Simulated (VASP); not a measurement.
# Ce: single point with PBE

Ce:

```
Ce
1.0
     0.00000    2.54266    2.54266
     2.54266    0.00000    2.54266
     2.54266    2.54266    0.00000
Ce
1
Direct
  0.00000 0.00000 0.00000
```

```json
{
  "Program": "VASP 6.6.1",
  "Task": "single point",
  "Functional": "PBE",
  "Potentials or basis": "VASP PAW PBE potentials, release 64 (Ce)",
  "Cutoff": "500 eV",
  "k mesh": "6 × 6 × 6",
  "Occupations": "gaussian, width 0.05 eV",
  "Spin": "collinear spin, ferromagnetic start",
  "Starting moments": "[0.22] μB",
  "Dipole correction": "no",
  "Further INCAR settings": "ALGO = Normal; EDIFF = 1e-06; NBANDS = 16"
}
```

* Pressure: -6.0 GPa
* Band gap on the k mesh: zero (filled and empty bands overlap)
* Net moment: 0.00 μB per cell
* Valence electrons inside the program's atomic spheres: Ce 9.69

Levels at points of the mesh, in eV from the Fermi level:
Spin up:
```
           k point  band 3  band 4  band 5  band 6  band 7  band 8  band 9  band 10
(0.00, 0.00, 0.00)  -16.58  -16.58   -3.21   -0.08    0.28    0.28    0.28     0.80
(0.50, 0.00, 0.00)  -16.78  -16.78   -1.73   -0.02    0.35    0.35    0.49     0.66
(0.50, 0.50, 0.00)  -17.15  -17.15   -2.08   -1.45    0.40    0.43    0.43     0.44
```
Spin down:
```csv
k point,band 2,band 3,band 4,band 5,band 6,band 7,band 8,band 9,band 10,band 11
"(0.00, 0.00, 0.00)",-16.57,-16.57,-16.57,-3.21,-0.07,0.29,0.29,0.29,0.80,0.80
"(0.50, 0.00, 0.00)",-18.18,-16.78,-16.78,-1.73,-0.02,0.35,0.35,0.49,0.66,0.66
"(0.50, 0.50, 0.00)",-18.07,-17.15,-17.15,-2.08,-1.45,0.40,0.43,0.43,0.44,0.59
```

Wall time 28 s on 1 thread of Intel(R) Xeon(R) Platinum 8375C CPU @ 2.90GHz (Ice Lake), with other jobs on the host, peak memory 0.19 GiB.

Caveat: the magnetic or orbital state may not be the lowest; spin-orbit coupling is left out, which moves the levels of the heavy elements. The state reached can hang on the start; a lower one may exist.
